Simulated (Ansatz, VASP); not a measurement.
## KBr in VASP and in Ansatz

```
K Br
1.0
     3.86180    0.00000    0.00000
     0.00000    3.86180    0.00000
     0.00000    0.00000    7.72360
K Br
2 2
Direct
  0.00000 0.00000 0.00000
  0.00000 0.00000 0.50000
  0.47091 0.50000 0.25000
  0.52909 0.50000 0.75000
```

Change from the starting cell: mode 4 frozen in at -0.111 Å, equal normal strain along x, y and z +0.0083.

Alike in both runs: task single point; functional LDA; k mesh 6 × 6 × 4; occupations gaussian, width 0.05 eV; no spin polarisation.

|  | VASP | Ansatz |
| --- | --- | --- |
| version | VASP 6.6.1 | Ansatz 0.2.0 |
| potentials or method | VASP PAW LDA potentials, release 64 (K_sv, Br), cutoff 520 eV | scalar-relativistic, plane waves, PAW |
| valence electrons in the cell | 32 | 32 |

VASP gave:

- gap on the k mesh at the Fermi level (eV): 3.94
- least direct gap on the mesh (eV): 4.25
- pressure (GPa): -0.4
- rms of the force components (eV/Å): 0.039

Estimate Ansatz's values.

gap on the k mesh at the Fermi level (eV): 3.93; least direct gap on the mesh (eV): 4.23; pressure (GPa): -0.5; rms of the force components (eV/Å): 0.038.

LDA's correlation is that of Perdew and Zunger in VASP and of Perdew and Wang (1992) in Ansatz. Atom by atom the forces differ by 0.002 eV/Å (rms over components).
